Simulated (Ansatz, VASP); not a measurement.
## BP: VASP beside Ansatz

```
B P
1.0
     0.00000    2.26900    2.26900
     2.26900    0.00000    2.26900
     2.26900    2.26900    0.00000
B P
1 1
Direct
  0.00000 0.00000 0.00000
  0.75000 0.75000 0.75000
```

Alike in both runs: task electric field gradients; functional PBE; k mesh 6 × 6 × 6; occupations fermi-dirac, width 0.08 eV; no spin polarisation.

```csv
,VASP,Ansatz
version,VASP 6.6.1,Ansatz 0.2.0
potentials or method,"VASP PAW PBE potentials, release 64 (B, P)","PAW with Ansatz's default frozen-core files, scalar-relativistic"
plane-wave cutoff (eV),520,420
valence electrons in the cell,8,8
```

|  | VASP | Ansatz | Ansatz less VASP |
| --- | --- | --- | --- |
| pressure (GPa) | 1.0 | 1.3 | +0.23 |
